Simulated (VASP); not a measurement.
Input of a VASP 6.6.1 run:

File POSCAR:

```
CoBi
1.0
    3.4729220790      0.0000000000      0.0000000000
    0.0000000000      3.4729220790      0.0000000000
    0.0000000000      0.0000000000      3.4729220790
Co Bi
1 1
Direct
    0.0000000000      0.0000000000      0.0000000000
    0.5000000000      0.5000000000      0.5000000000
```

File INCAR.step1:

```
PREC = Accurate ; ENCUT = 660
ISMEAR = 0 ; SIGMA = 0.1
LREAL = F ; LASPH = T
NELM = 200 ; ISPIN = 2
MAGMOM = 3 0 ; LMAXMIX = 4
NBANDS = 23 ; GGA = PE
ALGO = Normal ; EDIFF = 1E-5
LWAVE = T ; LCHARG = F
GGA_COMPAT = F
```

INCAR.step2

```
PREC = Accurate ; ENCUT = 660
EDIFF = 1E-6 ; ISMEAR = 0
SIGMA = 0.1 ; LREAL = F
LASPH = T ; NELM = 200
ALGO = Normal ; ISIF = 2
LWAVE = F ; LCHARG = F
ISPIN = 2 ; MAGMOM = 3 0
LORBIT = 11 ; LMAXMIX = 4
METAGGA = R2SCAN ; LMIXTAU = T
NBANDS = 23 ; ISTART = 1
GGA_COMPAT = F
```

The input KPOINTS:

```
Automatic mesh
0
Gamma
  6 6 6
```

Potentials or basis: VASP PAW PBE potentials, release 64 (Co, Bi_d).

Command:

```console
$ cat potpaw_PBE.64/Co/POTCAR potpaw_PBE.64/Bi_d/POTCAR > POTCAR
$ cp INCAR.step1 INCAR
$ mpirun -np 1 vasp_std > vasp.out
$ cp INCAR.step2 INCAR
$ mpirun -np 1 vasp_std > vasp.out
```

Question: What does it give for the pressure?

Answer: -3.4 GPa.

Question: What does it give for the site moments?

Answer: Co +1.70; Bi -0.02 μB.

Caveat: the cell stands under tension; the PAW data sets were made with another functional, which shifts forces and pressure a little.
